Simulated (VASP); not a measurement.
# Sb in VASP: further runs

The runs below take Sb through electric field gradients, with PBE.

Program: VASP 6.6.1. These are calculated values, not measurements. Logs are shortened: lines on timing, memory, paths and dates and some standing lists are left out, and cuts for length are marked.

## (1) The cell of the first run

The typed cell holds 2 atoms: a = 4.425 Å, b = 4.520 Å, c = 4.534 Å, α = 57.26°, β = 56.83°, γ = 57.48°.

## (2) Electric field gradients, PBE (equal xy, yz and zx shear strains of -2 %)

INCAR reads:

```
PREC = Accurate
ENCUT = 520
EDIFF = 1E-8
ISMEAR = -1
SIGMA = 0.05
LREAL = F
LASPH = T
NELM = 60
ALGO = Normal
ISIF = 2
LWAVE = F
LCHARG = F
GGA = PE
LEFG = T
NBANDS = 12
```

KPOINTS reads:

```
Automatic mesh
0
Gamma
  9 9 9
```

POSCAR reads:

```
Sb
1.0
    2.1007438352      1.1827036773      3.7100774999
   -2.2004568288      1.2257156839      3.7530895065
   -0.0126070064     -2.5207393611      3.7688329936
Sb
2
Direct
    0.2336400000      0.2336400000      0.2336400000
    0.7663600000      0.7663600000      0.7663600000
```

Potentials or basis: VASP PAW PBE potentials, release 64 (Sb).

Started as:

```sh
> cat potpaw_PBE.64/Sb/POTCAR > POTCAR
> mpirun -np 1 vasp_std > vasp.out
```

OUTCAR:

```text
PREC = Accurate
   ENCUT = 520
   EDIFF = 1E-8
   ISMEAR = -1
   LREAL = F
   LASPH = T
   NELM = 60
   ISIF = 2
   GGA = PE

 ion  position               nearest neighbor table
   1  0.234  0.234  0.234-   2 2.88   2 2.91   2 2.92   2 3.31   2 3.35   2 3.37
   2  0.766  0.766  0.766-   1 2.88   1 2.91   1 2.92   1 3.31   1 3.35   1 3.37

  LATTYP: Found a triclinic cell.
 ALAT       =     7.5145578927
 B/A-ratio  =     0.5773502692
 C/A-ratio  =     0.5887962869
 COS(alpha) =     0.0116469648
 COS(beta)  =     0.2721581568
 COS(gamma) =     0.8709151563

  Lattice vectors:

 A1 = (  -6.4890504864,   3.7894670516,   0.0272685195)
 A2 = (  -2.1878498224,   3.7464550450,  -0.0157434871)
 A3 = (  -2.1007438352,  -1.1827036773,  -3.7100774999)

Analysis of symmetry for initial positions (statically):
=====================================================================
 Subroutine PRICEL returns:
 Original cell was already a primitive cell.

 Routine SETGRP: Setting up the symmetry group for a
 triclinic supercell.

 Subroutine GETGRP returns: Found  2 space group operations
 (whereof  2 operations were pure point group operations)
 out of a pool of  2 trial point group operations.

The static configuration has the point symmetry S_2 .

Analysis of symmetry for dynamics (positions and initial velocities):
=====================================================================
 Subroutine PRICEL returns:
 Original cell was already a primitive cell.

 Routine SETGRP: Setting up the symmetry group for a
 triclinic supercell.

 Subroutine GETGRP returns: Found  2 space group operations
 (whereof  2 operations were pure point group operations)
 out of a pool of  2 trial point group operations.

The dynamic configuration has the point symmetry S_2 .

 Subroutine INISYM returns: Found  2 space group operations
 (whereof  2 operations are pure point group operations),
 and found     1 'primitive' translations

----------------------------------------------------------------------------------------

                                     Primitive cell

  volume of cell :      59.9673

  direct lattice vectors                    reciprocal lattice vectors
     2.100743835  1.182703677  3.710077500     0.234795821  0.137505526  0.092754352
    -2.200456829  1.225715684  3.753089506    -0.230284579  0.132807744  0.088056571
    -0.012607006 -2.520739361  3.768832994    -0.001812777 -0.267614806  0.086337063

  length of vectors
     4.424543785  4.519963500  4.534135860     0.287472115  0.280040789  0.281202878

  position of ions in fractional coordinates (direct lattice)
     0.233640000  0.233640000  0.233640000
     0.766360000  0.766360000  0.766360000

  ion indices of the primitive-cell ions
   primitive index   ion index
                 1           1
                 2           2

----------------------------------------------------------------------------------------

 KPOINTS: Automatic mesh

Automatic generation of k-mesh.
 Grid dimensions read from file:
 generate k-points for:    9    9    9

 Generating k-lattice:

  Cartesian coordinates                     Fractional coordinates (reciprocal lattice)
     0.026088425  0.015278392  0.010306039     0.111111111 -0.000000000 -0.000000000
    -0.025587175  0.014756416  0.009784063    -0.000000000  0.111111111 -0.000000000
    -0.000201420 -0.029734978  0.009593007     0.000000000  0.000000000  0.111111111

  Length of vectors
     0.031941346  0.031115643  0.031244764

  Shift w.r.t. Gamma in fractional coordinates (k-lattice)
     0.000000000  0.000000000  0.000000000

 Subroutine IBZKPT returns following result:
 ===========================================

 Found    365 irreducible k-points:

 Following reciprocal coordinates:
            Coordinates               Weight
  0.000000  0.000000  0.000000      1.000000
  0.111111  0.000000  0.000000      2.000000
  0.222222  0.000000  0.000000      2.000000
  0.333333  0.000000  0.000000      2.000000
  0.444444  0.000000  0.000000      2.000000
  0.000000  0.111111  0.000000      2.000000
[... 16 lines left out ...]
 -0.111111  0.222222  0.000000      2.000000
  0.000000  0.333333  0.000000      2.000000
 [... further k-points ...]
   k-points           NKPTS =    365   k-points in BZ     NKDIM =    365   number of bands    NBANDS=     12
   number of dos      NEDOS =    301   number of ions     NIONS =      2
   total plane-waves  NPLWV =  46656
   dimension x,y,z NGX =    36 NGY =   36 NGZ =   36
   dimension x,y,z NGXF=    72 NGYF=   72 NGZF=   72
   ions per type =               2
   NGX,Y,Z   is equivalent  to a cutoff of  13.53, 13.24, 13.20 a.u.
   NGXF,Y,Z  is equivalent  to a cutoff of  27.05, 26.48, 26.40 a.u.
 SYSTEM =  unknown system
   PREC   = accura    normal or accurate (medium, high low for compatibility)
   ISTART =      0    job   : 0-new  1-cont  2-samecut
   ICHARG =      2    charge: 1-file 2-atom 10-const
   ISPIN  =      1    spin polarized calculation?
   LNONCOLLINEAR =      F non collinear calculations
   LSORBIT =      F    spin-orbit coupling
   LASPH  =      T    aspherical Exc in radial PAW
   ENCUT  =  520.0 eV  38.22 Ry    6.18 a.u.   8.23  8.40  8.43*2*pi/ulx,y,z
   NELM   =     60;   NELMIN=  2; NELMDL= -5     # of ELM steps
   EDIFF  = 0.1E-07   stopping-criterion for ELM
   LREAL  =      F    real-space projection
   EDIFFG = 0.1E-06   stopping-criterion for IOM
   NSW    =      0    number of steps for IOM
   IBRION =     -1    ionic relax: 0-MD 1-quasi-New 2-CG
   NFREE  =      0    steps in history (QN), initial steepest desc. (CG)
   ISIF   =      2    stress and relaxation
   ISYM   =      2    0-nonsym 1-usesym 2-fastsym
   POTIM  = 0.5000    time-step for ionic-motion
   TEBEG  =    0.0;   TEEND  =   0.0 temperature during run
   PSTRESS=    0.0 pullay stress
   NELECT =      10.0000    total number of electrons
   NUPDOWN=      -1.0000    fix difference up-down
   EMIN   =  10.00;   EMAX   =-10.00  energy-range for DOS
   EFERMI =   0.00;   METHOD = LEGACY
   ISMEAR =    -1;   SIGMA  =   0.05  broadening in eV -4-tet -1-fermi 0-gaus
   EFERMI_NEDOS =   21; number of points for ismear=-14 and -15
   IALGO  =     38    algorithm
   IMIX   =      4    mixing-type and parameters
     AMIX     =   0.40;   BMIX     =  1.00
     AMIX_MAG =   1.60;   BMIX_MAG =  1.00
  volume/ion in A,a.u.               =      29.98       202.34
  Fermi-wavevector in a.u.,A,eV,Ry     =   0.901094  1.702820 11.047519  0.811970
  Thomas-Fermi vector in A             =   2.024132
   LORBIT       =      0    0 simple, 1 ext, 2 COOP (PROOUT), +10 PAW based schemes
   GGA     = PE    functional components
   LHFCALC =     F    Hartree Fock is set to
   AEXX    =    0.0000 exact exchange contribution
   IVDW    =     0    specifies the selected vdW correction
   LEPSILON=     F    determine dielectric tensor
   LRPA    =     F    only Hartree local field effects (RPA)
 non-spin polarized calculation
  energy-cutoff  :      520.00
  volume of cell :       59.97
 maximum number of plane-waves:      1629
 NGX is ok and might be reduce to    36
   NGX = 17   NGY = 17   NGZ = 17

 number of electron      10.0000000 magnetization

 Free energy of the ion-electron system (eV)
  ---------------------------------------------------
  ext. energy  EPLUGINS =         0.00000000
  ---------------------------------------------------
  free energy    TOTEN  =        -8.24142254 eV

  energy without entropy =       -8.23948987  energy(sigma->0) =       -8.24045621

 E-fermi :   7.3664     XC(G=0):  -9.5625

 val. band max:        7.3662364986   @ k =   0.0000   0.0000   0.4444
 cond. band min:       7.4588572599   @ k =   0.0000   0.4444   0.0000
 fundamental gap:      0.0926207613
 Fermi energy:         7.3663714759

 k-point     1 :       0.0000    0.0000    0.0000
  band No.  band energies     occupation
      1      -5.4012      2.00000
      2       2.6217      2.00000
      3       5.2624      2.00000
      4       5.4256      2.00000
      5       5.7387      2.00000
      6       9.4393      0.00000
      7       9.9470      0.00000
      8      10.2365      0.00000
      9      12.3358      0.00000
     10      12.5188      0.00000
     11      12.6972      0.00000
     12      13.9482      0.00000

 k-point     2 :       0.1111    0.0000    0.0000
  band No.  band energies     occupation
      1      -5.2604      2.00000
      2       2.0501      2.00000
      3       5.2898      2.00000
      4       5.4021      2.00000
      5       5.9086      2.00000
      6       9.3495      0.00000
      7       9.5690      0.00000
      8       9.8899      0.00000
      9      12.0374      0.00000
     10      12.3212      0.00000
     11      12.3961      0.00000
     12      14.8618      0.00000

 k-point     3 :       0.2222    0.0000    0.0000
  band No.  band energies     occupation
      1      -4.8412      2.00000
      2       0.8125      2.00000
      3       5.2791      2.00000
      4       5.3456      2.00000
      5       6.2252      2.00000
      6       8.7321      0.00000
      7       8.8204      0.00000
      8       9.0908      0.00000
      9      12.1345      0.00000
     10      12.6531      0.00000
     11      13.0264      0.00000
     12      16.6680      0.00000
[... 286 lines left out ...]
 k-point    23 :      -0.1111    0.2222    0.0000
  band No.  band energies     occupation
      1      -4.5430      2.00000
      2       0.1564      2.00000
      3       4.4215      2.00000
      4       6.0276      2.00000
      5       6.3976      2.00000
      6       7.8368      0.00016
      7       8.1157      0.00000
      8      10.5169      0.00000
      9      11.8107      0.00000
     10      12.9403      0.00000
     11      14.9165      0.00000
     12      15.9797      0.00000

 k-point    24 :       0.0000    0.3333    0.0000
  band No.  band energies     occupation
      1      -4.2093      2.00000
      2      -0.7245      2.00000
      3       5.4562      2.00000
      4       5.5124      2.00000
      5       6.6266      2.00000
      6       8.0784      0.00000
      7       8.1560      0.00000
      8       8.5304      0.00000
      9      13.0059      0.00000
     10      13.7380      0.00000
     11      14.4220      0.00000
     12      17.8144      0.00000

 [... further k-points ...]
[... 5 lines left out ...]
  --------------------------------------------------------------------------------------
  -------------------------------------------------------------------------------------
  Total        1.0189082      1.5272845      1.0801749      0.0515572      0.4778301      0.2215852
  in kB       27.2226841     40.8052287     28.8595782      1.3774809     12.7664285      5.9202021
  external PRESSURE =      32.2958303 kB  Pullay stress =       0.0000000 kB

 VOLUME and BASIS-vectors are now :
 -----------------------------------------------------------------------------
  energy-cutoff  :      520.00
  volume of cell :       59.97
      direct lattice vectors                 reciprocal lattice vectors
     2.100743835  1.182703677  3.710077500     0.234795821  0.137505526  0.092754352
    -2.200456829  1.225715684  3.753089506    -0.230284579  0.132807744  0.088056571
    -0.012607006 -2.520739361  3.768832994    -0.001812777 -0.267614806  0.086337063

 POSITION                                       TOTAL-FORCE (eV/Angst)
 -----------------------------------------------------------------------------------
     -0.02624     -0.02624      2.62424         0.054579      0.101032      0.246102
     -0.08608     -0.08608      8.60776        -0.054579     -0.101032     -0.246102
 -----------------------------------------------------------------------------------
    total drift:                                0.000000     -0.000000      0.000000

  FREE ENERGIE OF THE ION-ELECTRON SYSTEM (eV)
  ---------------------------------------------------
  free  energy   TOTEN  =        -8.2414225378 eV

  energy  without entropy=       -8.2394898748  energy(sigma->0) =       -8.24045621

 Electric field gradients (V/A^2)
---------------------------------------------------------------------
 ion       V_xx      V_yy      V_zz      V_xy      V_xz      V_yz
---------------------------------------------------------------------
   1      28.049    17.205   -45.254    -4.802    -9.354   -14.289
   2      28.049    17.205   -45.254    -4.802    -9.354   -14.289
---------------------------------------------------------------------

 Electric field gradients after diagonalization (V/A^2)
 (convention: |V_zz| > |V_xx| > |V_yy|)
----------------------------------------------------------------------
 ion       V_xx      V_yy      V_zz     asymmetry (V_yy - V_xx)/ V_zz
----------------------------------------------------------------------
   1      30.109    19.588   -49.698       0.212
   2      30.109    19.588   -49.698       0.212
----------------------------------------------------------------------

           NMR quadrupolar parameters

 Cq : quadrupolar parameter    Cq=e*Q*V_zz/h
 eta: asymmetry parameters     (V_yy - V_xx)/ V_zz
 Q  : nuclear electric quadrupole moment in mb (millibarn)
----------------------------------------------------------------------
 ion       Cq(MHz)       eta       Q (mb)
----------------------------------------------------------------------
   1      -0.120       0.212       1.000
   2      -0.120       0.212       1.000
----------------------------------------------------------------------
```

Wall time 8.6 min (1 thread of AMD EPYC 7R13, shared host); peak memory 0.34 GiB.

Results:

```yaml
Free_energy: -8.2414 eV
Pressure: 3.2 GPa
Largest_force: 0.272 eV/Å
Band_gap_on_the_k_mesh: zero (bands 5 and 6 overlap by 0.05 eV)
Largest_electric_field_gradient_by_atom: Sb -49.7 V/Å²
```

Forces in eV/Å, atoms in the order of the input:
```
Sb   0.055  0.101  0.246
Sb  -0.055 -0.101 -0.246
```

Levels at points of the mesh, in eV from the Fermi level:
```tsv
k point	band 3	band 4	band 5	band 6	band 7	band 8
(0.00, 0.00, 0.00)	-2.10	-1.94	-1.63	2.07	2.58	2.87
```

Electric field gradients, principal values (V/Å²):
```tsv
atom	least	middle	greatest (by size)
1 Sb	19.588	30.109	-49.698
2 Sb	19.588	30.109	-49.698
```

Caveat: the cell differs from its parent crystal (equal xy, yz and zx shear strains of -2 %); the cell stands under pressure; without QUAD_EFG the Cq values of the log hold for a quadrupole moment of 1 mb, not for the nuclei; spin-orbit coupling is left out, which moves the levels of the heavy elements.

## (3) Electric field gradients, PBE (z stretched by +4 % at fixed volume)

INCAR reads:

```
  ALGO = Normal
  EDIFF = 1E-8
  ENCUT = 400
  GGA = PE
  GGA_COMPAT = F
  ISIF = 2
  ISMEAR = -1
  LASPH = T
  LCHARG = F
  LEFG = T
  LREAL = F
  LWAVE = F
  NBANDS = 22
  NELM = 120
  PREC = Accurate
  SIGMA = 0.05
```

KPOINTS reads:

```
k-points
0
Gamma
  9 9 9
```

POSCAR reads:

```
Sb
1.0
    2.1088371267      1.2175376828      3.8937600000
   -2.1088371267      1.2175376828      3.8937600000
    0.0000000000     -2.4350753655      3.8937600000
Sb
2
Direct
    0.2336400000      0.2336400000      0.2336400000
    0.7663600000      0.7663600000      0.7663600000
```

Potentials or basis: VASP PAW PBE potentials, release 64 (Sb_d_GW).

Started as:

```sh
> cat potpaw_PBE.64/Sb_d_GW/POTCAR > POTCAR
> mpirun -np 1 vasp_std > vasp.out
```

OUTCAR:

```text
EDIFF = 1E-8
   ENCUT = 400
   GGA = PE
   ISIF = 2
   ISMEAR = -1
   LASPH = T
   LREAL = F
   NELM = 120
   PREC = Accurate

 ion  position               nearest neighbor table
   1  0.234  0.234  0.234-   2 2.89   2 2.89   2 2.89   2 3.37   2 3.37   2 3.37
   2  0.766  0.766  0.766-   1 2.89   1 2.89   1 2.89   1 3.37   1 3.37   1 3.37

  LATTYP: Found a trigonal (rhomboedric) cell.
 ALAT       =     4.5924894092
 COS(alpha) =     0.5782843224

  Lattice vectors:

 A1 = (   2.1088371267,   1.2175376828,   3.8937600000)
 A2 = (  -2.1088371267,   1.2175376828,   3.8937600000)
[... 813 lines left out ...]
  free  energy   TOTEN  =        -8.2597131860 eV

  energy  without entropy=       -8.2564139427  energy(sigma->0) =       -8.25806356

 Electric field gradients (V/A^2)
---------------------------------------------------------------------
 ion       V_xx      V_yy      V_zz      V_xy      V_xz      V_yz
---------------------------------------------------------------------
   1      12.354    12.354   -24.708     0.000    -0.000    -0.000
   2      12.354    12.354   -24.708     0.000    -0.000    -0.000
---------------------------------------------------------------------

 Electric field gradients after diagonalization (V/A^2)
 (convention: |V_zz| > |V_xx| > |V_yy|)
----------------------------------------------------------------------
 ion       V_xx      V_yy      V_zz     asymmetry (V_yy - V_xx)/ V_zz
----------------------------------------------------------------------
   1      12.354    12.354   -24.708       0.000
   2      12.354    12.354   -24.708       0.000
----------------------------------------------------------------------

           NMR quadrupolar parameters

 Cq : quadrupolar parameter    Cq=e*Q*V_zz/h
 eta: asymmetry parameters     (V_yy - V_xx)/ V_zz
 Q  : nuclear electric quadrupole moment in mb (millibarn)
----------------------------------------------------------------------
 ion       Cq(MHz)       eta       Q (mb)
----------------------------------------------------------------------
   1      -0.060       0.000       1.000
   2      -0.060       0.000       1.000
----------------------------------------------------------------------
```

OSZICAR:

```text
N       E                     dE             d eps       ncg     rms          rms(c)
DAV:   1     0.220910712447E+03    0.22091E+03   -0.85313E+03  5292   0.110E+04
DAV:   2     0.204794746973E+02   -0.20043E+03   -0.19286E+03  7368   0.132E+03
DAV:   3    -0.727905000042E+01   -0.27759E+02   -0.27635E+02  7318   0.209E+02
DAV:   4    -0.821576665955E+01   -0.93672E+00   -0.93621E+00  6022   0.283E+01
DAV:   5    -0.825975927945E+01   -0.43993E-01   -0.43990E-01  6348   0.893E+00    0.380E+00
DAV:   6    -0.825978722947E+01   -0.27950E-04   -0.23983E-02  7362   0.429E+00    0.233E+00
DAV:   7    -0.825949617901E+01    0.29105E-03   -0.88064E-03  6752   0.384E+00    0.988E-02
DAV:   8    -0.825962823271E+01   -0.13205E-03   -0.79993E-04  6524   0.100E+00    0.439E-02
DAV:   9    -0.825971177001E+01   -0.83537E-04   -0.77868E-05  6106   0.203E-01    0.166E-02
DAV:  10    -0.825971289418E+01   -0.11242E-05   -0.84240E-06  5264   0.147E-01    0.221E-03
DAV:  11    -0.825971312490E+01   -0.23073E-06   -0.77046E-07  6384   0.251E-02    0.127E-03
DAV:  12    -0.825971319219E+01   -0.67284E-07   -0.14551E-07  4562   0.915E-03    0.172E-04
DAV:  13    -0.825971316459E+01    0.27599E-07   -0.10514E-08  3454   0.351E-03    0.780E-05
DAV:  14    -0.825971319335E+01   -0.28763E-07   -0.44293E-09  3040   0.404E-03    0.495E-05
DAV:  15    -0.825971318096E+01    0.12391E-07   -0.30079E-09  2794   0.267E-03    0.155E-05
DAV:  16    -0.825971318603E+01   -0.50713E-08   -0.25895E-09  2812   0.236E-03
   1 F= -.82597132E+01 E0= -.82580636E+01  d E =-.329924E-02
```

Wall time 68 s (1 thread of Intel Xeon 6975P-C (Granite Rapids), shared host); peak memory 0.22 GiB.

Results:

```yaml
Free_energy: -8.2597 eV
Pressure: 3.1 GPa
Largest_force: 0.162 eV/Å
Band_gap_on_the_k_mesh: zero (bands 15 and 16 overlap by 0.19 eV)
Largest_electric_field_gradient_by_atom: Sb -24.7 V/Å²
```

Forces on the atoms (eV/Å):
```
Sb   0.000  0.000  0.162
Sb   0.000  0.000 -0.162
```

Levels at points of the mesh, in eV from the Fermi level:
```tsv
k point	band 12	band 13	band 14	band 15	band 16	band 17	band 18	band 19
(0.00, 0.00, 0.00)	-4.90	-2.50	-1.58	-1.58	2.11	2.69	2.69	5.25
```

Electric field gradients, principal values (V/Å²):
```tsv
atom	least	middle	greatest (by size)
1 Sb	12.354	12.354	-24.708
2 Sb	12.354	12.354	-24.708
```

Caveat: the cell stands under pressure; without QUAD_EFG the Cq values of the log hold for a quadrupole moment of 1 mb, not for the nuclei; spin-orbit coupling is left out, which moves the levels of the heavy elements.

(Part 1 of 3 ends here.)

The gap in the log of VASP goes by the Fermi energy; the results here count the filled bands.